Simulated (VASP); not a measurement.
Os: single point with PBE+D3(BJ)

Crystal: Os.

```
CELL_PARAMETERS angstrom
2.73496 0.00000 0.00000
-1.36748 2.36855 0.00000
0.00000 0.00000 4.32683
ATOMIC_POSITIONS crystal
Os 0.33333 0.66667 0.25000
Os 0.66667 0.33333 0.75000
```

| Property | Result |
| --- | --- |
| Program | VASP 6.6.1 |
| Task | single point |
| Functional | PBE |
| Dispersion | D3(BJ) |
| Potentials or basis | VASP PAW PBE potentials, release 64 (Os) |
| Cutoff | 520 eV |
| k mesh | 18 × 18 × 10 |
| Occupations | gaussian, width 0.1 eV |
| Spin | no spin polarisation |
| Dipole correction | no |
| Further INCAR settings | ALGO = Normal; EDIFF = 1e-07; NBANDS = 15 |

```
Pressure                   : 0.0 GPa
Band gap on the k mesh     : zero (band 8 reaches 11.48 eV, above the bottom of band 9 at 7.55 eV)
Dispersion energy per atom : -0.653 eV
```

Stress tensor (GPa, compression positive):
```
 0.04  0.00  0.00
 0.00  0.04  0.00
 0.00  0.00 -0.11
```

Levels at points of the mesh, in eV from the Fermi level:
```csv
k point,band 4,band 5,band 6,band 7,band 8,band 9,band 10,band 11,band 12,band 13
"(0.00, 0.00, 0.00)",-3.05,-2.81,-2.21,-2.21,-1.55,-1.55,0.01,1.68,1.68,9.03
"(0.50, 0.00, 0.00)",-3.53,-2.90,-2.58,-1.89,2.04,2.59,2.70,4.41,5.71,9.33
"(0.00, 0.00, 0.50)",-3.57,-3.24,-3.24,-3.24,-3.24,0.89,0.89,0.89,0.89,13.75
"(0.50, 0.00, 0.50)",-5.33,-1.20,-1.20,-0.16,-0.16,2.37,2.37,3.30,3.30,9.12
```

It took 70 s on 1 thread of AMD EPYC 7R13 Processor (Zen 3), on a shared host, peak memory 0.18 GiB.

Caveat: spin-orbit coupling is left out, which moves the levels of the heavy elements; pairwise dispersion overbinds metals, which lowers pressure and volume.
